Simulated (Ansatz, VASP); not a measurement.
**Two plane-wave programs on Ge**

```
CELL_PARAMETERS angstrom
1.39065 -2.59702 -0.00301
1.40365 2.60401 0.00999
0.00675 0.00675 2.69823
ATOMIC_POSITIONS crystal
Ge 0.50000 0.50000 0.00000
```

Alike in both runs: task single point; functional LDA; k mesh 14 × 14 × 13; occupations fermi-dirac, width 0.05 eV; no spin polarisation.

```csv
,VASP,Ansatz
version,VASP 6.6.1,Ansatz 0.2.0
potentials or method,"VASP PAW LDA potentials, release 64 (Ge_d), cutoff 520 eV","plane waves, PAW"
valence electrons in the cell,14,14
```

```tsv
	VASP	Ansatz	Ansatz less VASP
pressure (GPa)	-5.8	-5.7	+0.07
traceless stress, the component that is largest in VASP (GPa)	1.23	1.20	-0.037
```

LDA's correlation is that of Perdew and Zunger in VASP and of Perdew and Wang (1992) in Ansatz. Ansatz's warnings: stress scf threshold loose.
